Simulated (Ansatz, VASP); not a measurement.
# ZnSe in VASP and in Ansatz

```
Zn Se
1.0
     0.00000    2.82432    2.82432
     2.82432    0.00000    2.82432
     2.82432    2.82432    0.00000
Zn Se
1 1
Direct
  0.00000 0.00000 0.00000
  0.75000 0.75000 0.75000
```

Change from the starting cell: volume scaled by 0.99.

Alike in both runs: task single point; functional LDA; k mesh 8 × 8 × 8; occupations fermi-dirac, width 0.03 eV; no spin polarisation.

```csv
,VASP,Ansatz
version,VASP 6.6.1,Ansatz 0.2.0
potentials or method,"VASP PAW LDA potentials, release 64 (Zn, Se), cutoff 520 eV","all-electron LAPW, scalar-relativistic"
```

Ansatz gave:

- pressure (GPa): -2.8

Question: What did VASP give for the same quantities?

Answer: Pressure (GPa): -2.5.

LDA's correlation is that of Perdew and Zunger in VASP and of Perdew and Wang (1992) in Ansatz. Ansatz ran all-electron here, and VASP with PAW potentials.
